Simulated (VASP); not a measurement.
Crystal: Sb5C2.

```
Sb C
1.0
     4.86244    0.00000    0.00000
     0.00000    2.17517    0.00000
    -1.07911    0.00000    6.88661
Sb C
5 2
Direct
  0.21417 0.00000 0.57070
  0.78583 0.00000 0.42930
  0.64312 0.00000 0.71467
  0.35688 0.00000 0.28533
  0.50000 0.00000 0.00000
  0.07349 0.00000 0.85242
  0.92651 0.00000 0.14758
```

The cell was generated, and may not be a known phase.

```yaml
Program: VASP 6.6.1
Task: relaxation of cell and atoms
Functional: PBE
Potentials_or_basis: VASP PAW PBE potentials, release 64 (Sb, C)
Cutoff: 600 eV
k_mesh: 4 × 8 × 4
Occupations: gaussian, width 0.1 eV
Spin: no spin polarisation
```

At the start: pressure 388.3 GPa; volume 10.41 Å³/atom.

Problem. Where does the relaxation end?

Solution. Over 51 steps the energy falls by 8544.7 meV/atom and the volume is 24.07 Å³/atom (+131.4 %); space group P2/m (No. 10, to 0.1 Å) before and after.

Step by step:
```csv
step,energy change (eV),largest force (eV/Å),pressure (GPa),volume (Å³)
1,0.0000,16.3583,388.26,72.84
3,-35.3221,2.8666,-5.44,672.01
5,-54.5324,1.7916,-10.56,244.33
7,-57.5576,1.3232,-5.05,185.48
9,-57.8440,1.4291,-0.02,167.52
11,-58.5944,0.6502,-0.56,166.98
13,-58.7179,0.6301,1.32,164.25
15,-59.0605,0.6243,-1.87,178.82
17,-59.1982,1.0657,0.04,177.02
19,-59.5311,0.7980,-0.08,173.81
21,-59.5855,0.6963,-0.15,172.34
23,-59.6590,0.4544,-1.03,171.32
25,-59.7076,0.3541,0.43,166.52
27,-59.7261,0.2756,0.24,166.90
29,-59.7409,0.1349,-0.66,168.79
31,-59.7501,0.2923,0.13,167.09
33,-59.7658,0.1835,0.52,165.39
35,-59.7719,0.1724,-0.15,166.45
37,-59.7814,0.1103,0.00,166.71
39,-59.7893,0.0651,0.13,166.64
41,-59.7975,0.1110,0.07,167.36
43,-59.8008,0.1254,-0.04,167.71
45,-59.8068,0.1068,0.13,167.82
47,-59.8092,0.1059,0.14,167.91
49,-59.8127,0.0733,-0.07,168.65
51,-59.8131,0.0319,0.05,168.52
```

Final structure:
```
Sb C
1.0
     5.62198    0.00000   -0.63798
     0.00000    3.25018    0.00000
    -2.08179    0.00000    9.45883
Sb C
5 2
Direct
  0.27778 0.00000 0.59724
  0.72222 0.00000 0.40276
  0.83666 0.00000 0.81445
  0.16334 0.00000 0.18555
  0.50000 0.00000 0.00000
  0.19576 0.00000 0.79322
  0.80424 0.00000 0.20678
```

Caveat: the k points lie up to 0.29 Å⁻¹ apart in the final cell; the volume moved by over 15 % at a fixed basis, so the end points are rough; the highest band is partly filled, so the run has too few bands.
